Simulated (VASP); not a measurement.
# Be4Te3S: relaxation of cell and atoms with r2SCAN

The system is Be4Te3S.

```
S Be Te
1.0
     5.47136    0.00000    0.00000
     0.00000    5.47136    0.00000
     0.00000    0.00000    5.47136
S Be Te
1 4 3
Direct
  0.00000 0.00000 0.00000
  0.76817 0.76817 0.76817
  0.23183 0.23183 0.76817
  0.23183 0.76817 0.23183
  0.76817 0.23183 0.23183
  0.50000 0.50000 0.00000
  0.50000 0.00000 0.50000
  0.00000 0.50000 0.50000
```

* Program: VASP 6.6.1
* Task: relaxation of cell and atoms
* Functional: r2SCAN
* Potentials or basis: VASP PAW PBE potentials, release 64 (S, Be, Te)
* Cutoff: 600 eV
* k mesh: 4 × 4 × 4
* Occupations: fermi-dirac, width 0.02 eV
* Spin: no spin polarisation
* Dipole correction: no
* Further INCAR settings: ALGO = Normal; EDIFF = 1e-07; IBRION = 2; EDIFFG = -0.005; NSW = 80; ISIF = 3

The relaxed volume is 20.46 Å³/atom. The relaxed cell is a = 5.470 Å, b = 5.470 Å, c = 5.470 Å, α = 90.00°, β = 90.00°, γ = 90.00°, the space group after relaxing (to 0.05 Å) is P-43m (No. 215) and the energy gained by relaxing is 0.0 meV/atom. The ionic steps are 3, the pressure after relaxing is 0.0 GPa and the largest force after relaxing is 0.005 eV/Å. The band gap on the k mesh is 2.26 eV, direct.

Forces on the atoms (eV/Å):
```
S    0.000  0.000  0.000
Be  -0.003 -0.003 -0.003
Be   0.003  0.003 -0.003
Be   0.003 -0.003  0.003
Be  -0.003  0.003  0.003
Te   0.000  0.000  0.000
Te   0.000  0.000  0.000
Te   0.000  0.000  0.000
```

Final structure:
```
CELL_PARAMETERS angstrom
5.47017 0.00000 0.00000
0.00000 5.47017 0.00000
0.00000 0.00000 5.47017
ATOMIC_POSITIONS crystal
S 0.00000 0.00000 0.00000
Be 0.76810 0.76810 0.76810
Be 0.23190 0.23190 0.76810
Be 0.23190 0.76810 0.23190
Be 0.76810 0.23190 0.23190
Te 0.50000 0.50000 0.00000
Te 0.50000 0.00000 0.50000
Te 0.00000 0.50000 0.50000
```

Levels at points of the mesh, in eV from the valence-band top:
```tsv
k point	band 14	band 15	band 16	band 17	band 18	band 19
(0.00, 0.00, 0.00)	0.00	0.00	0.00	2.26	2.26	2.42
(0.50, 0.00, 0.00)	-2.32	-1.29	-1.29	3.09	3.28	4.65
(0.50, 0.50, 0.00)	-1.96	-0.99	-0.55	3.75	4.60	4.72
(0.50, 0.50, 0.50)	-0.86	-0.46	-0.46	2.77	4.16	4.16
```

It took 19 min on 1 thread of AMD EPYC 7R13 (shared host), peak memory 0.36 GiB.

Caveat: the PAW data sets were made with another functional, which shifts forces and pressure a little; spin-orbit coupling is left out, which moves the levels of the heavy elements. A k mesh can miss the band edges.
